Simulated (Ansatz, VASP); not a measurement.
# Fe3PdC: VASP beside Ansatz

```
Pd C Fe
1.0
     3.85525    0.00000    0.00000
     0.00000    3.85525    0.00000
     0.00000    0.00000    3.85525
Pd C Fe
1 1 3
Cartesian
  0.0000 0.0000 0.0000
  1.9276 1.9276 1.9276
  1.9276 1.9276 0.0000
  1.9276 0.0000 1.9276
  0.0000 1.9276 1.9276
```

Alike in both runs: task single point; functional PBE; k mesh 10 × 10 × 10; occupations gaussian, width 0.1 eV; collinear spin.

```csv
,VASP,Ansatz
version,VASP 6.6.1,Ansatz 0.2.0
potentials or method,"VASP PAW PBE potentials, release 64 (Pd, C, Fe), cutoff 520 eV","scalar-relativistic, plane waves, PAW"
valence electrons in the cell,38,70
```

```csv
,VASP,Ansatz,Ansatz less VASP
gap on the k mesh at the Fermi level (eV),none,none,-
pressure (GPa),0.4,0.0,-0.31
net moment per atom (μB),1.50,1.51,+0.009
size of the moment on the site where the two differ most (μB),2.41,2.25,-0.164
```

Site moments also hang on the region over which each program counts them. A gap of «none» marks a metal or a gap that the smearing closes. The functional is the same, so the differences come from potentials, cutoffs and numerics. VASP's potentials hold 38 valence electrons a cell and Ansatz's 70, so a difference there can come from the potentials and not from the codes.
